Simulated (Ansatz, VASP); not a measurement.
**Yb: VASP beside Ansatz**

Contents of INCAR:

```
  PREC = Accurate
  ENCUT = 600
  EDIFF = 1E-7
  ISMEAR = -1
  SIGMA = 0.1
  LREAL = F
  LASPH = T
  NELM = 60
  ALGO = Normal
  ISIF = 3
  LWAVE = F
  LCHARG = F
  GGA = PS
  IBRION = 2
  NSW = 80
  EDIFFG = -0.01
```

The input KPOINTS:

```
regular mesh
0
Gamma
  10 10 10
```

Contents of POSCAR:

```
Yb
1.0
   -2.1771999128      2.1771999128      2.1771999128
    2.1771999128     -2.1771999128      2.1771999128
    2.1771999128      2.1771999128     -2.1771999128
Yb
1
Direct
    0.0000000000      0.0000000000      0.0000000000
```

Input for Ansatz:

```yaml
crystal:
  lattice:
    - [-2.1771999128, 2.1771999128, 2.1771999128]
    - [2.1771999128, -2.1771999128, 2.1771999128]
    - [2.1771999128, 2.1771999128, -2.1771999128]
  atoms:
    - { symbol: Yb, position: [0.0, 0.0, 0.0] }
hamiltonian:
  xc: pbesol
  pseudopotentials:
    kind: paw
    azcp:
      Yb: "pseudopotentials/Yb.paw.azcp"
basis:
  ecutwfc: 420
  fft_grid_basis: typed
kpoints:
  mp_grid: { grid: [10, 10, 10], shift: [0, 0, 0] }
magnetization:
  spin_polarized: false
scf:
  occupations: { method: fermi_dirac, width: 0.1 }
relax:
  max_steps: 60
  f_tol: 0.01
  cell: {}
```

Alike in both runs: task relaxation of cell and atoms; functional PBEsol; k mesh 10 × 10 × 10; occupations fermi-dirac, width 0.1 eV; no spin polarisation.

|  | VASP | Ansatz |
| --- | --- | --- |
| version | VASP 6.6.1 | Ansatz 0.2.0 |
| potentials or method | VASP PAW PBE potentials, release 64 (Yb), cutoff 600 eV | plane waves (420 eV) with PAW, scalar-relativistic |
| valence electrons in the cell | 24 | 24 |

|  | VASP | Ansatz | Ansatz less VASP |
| --- | --- | --- | --- |
| relaxed volume (Å³/atom) | 31.70 | 31.79 | +0.097 |
| relaxed cell length with the largest relative difference (Å) | 3.453 | 3.457 | +0.0035 |

VASP's potentials were made for PBE, not for PBEsol, and Ansatz warns of the same on its side.

Neither program's run includes spin-orbit coupling. Noted on VASP's run: the volume moved by over 15 % at a fixed basis, so the end points are rough.
